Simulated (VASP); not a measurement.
Here is a VASP 6.6.1 calculation.

File INCAR:

```
SYSTEM = BeNb2CuAg12
PREC = Accurate
ENCUT = 520
EDIFF = 1E-7
ISMEAR = -1
SIGMA = 0.131
LREAL = Auto
LASPH = .TRUE.
NELM = 80
ALGO = Normal
ISIF = 2
LWAVE = .FALSE.
LCHARG = .FALSE.
GGA = PE
ISYM = 0
NBANDS = 100
```

File KPOINTS:

```
Automatic mesh
0
Gamma
  1 1 1
  0.25 0.25 0.25
```

Contents of POSCAR:

```
BeNb2CuAg12
1.0
    6.5133610000     -0.3026030000     -0.0497390000
   -0.3026030000      6.2459810000     -0.0287500000
   -0.0497390000     -0.0287500000      6.5065590000
Ag Nb Be Cu
12 2 1 1
Direct
    0.5234981622      0.4625880271      0.8253883014
    0.2686914481      0.1668125823      0.6146567342
    0.5292315513      0.8733176090      0.3733613004
    0.0695229029      0.3781424052      0.2921196279
    0.7495579686      0.1095199695      0.0025446573
    0.0587557897      0.8722973889      0.8793474407
    0.8383405187      0.1181362999      0.5797470887
    0.1026342003      0.4372899480      0.8638361703
    0.7930537812      0.5917705135      0.1248323583
    0.8228247734      0.6338812611      0.5395849892
    0.4959759075      0.4182519044      0.3640574208
    0.5124667518      0.8993433116      0.7937829664
    0.0537550691      0.9147547697      0.2845379444
    0.3174502991      0.1188718906      0.0699532929
    0.2858321841      0.6433381183      0.1387473744
    0.1956163549      0.6419133303      0.5328823991
```

Potentials or basis: VASP PAW PBE potentials, release 64 (Ag, Nb_sv, Be, Cu).

Run with:

```sh
$ cat potpaw_PBE.64/Ag/POTCAR potpaw_PBE.64/Nb_sv/POTCAR potpaw_PBE.64/Be/POTCAR potpaw_PBE.64/Cu/POTCAR > POTCAR
$ mpirun -np 1 vasp_std > vasp.out
```

Task: Predict the largest force.

Result: 4.220 eV/Å.

Task: Predict the pressure.

Result: 12.4 GPa.

Forces on the atoms (eV/Å):
```
Ag   0.128 -0.247 -0.126
Ag  -0.060 -0.532 -0.707
Ag  -0.434  0.417 -0.881
Ag  -0.490 -1.520 -0.244
Ag   2.324  2.190  2.759
Ag  -1.270 -1.721 -2.600
Ag  -0.500  0.574  0.214
Ag  -0.867 -0.325  0.061
Ag  -0.918  0.322 -1.315
Ag  -0.607 -0.041  1.580
Ag   0.057 -0.558 -0.132
Ag  -1.378 -2.481 -1.849
Nb   1.202  0.419  0.805
Nb   0.397  1.454  1.534
Be   0.416  0.686 -0.132
Cu   2.001  1.363  1.033
```

Caveat: the k points lie up to 1.01 Å⁻¹ apart.
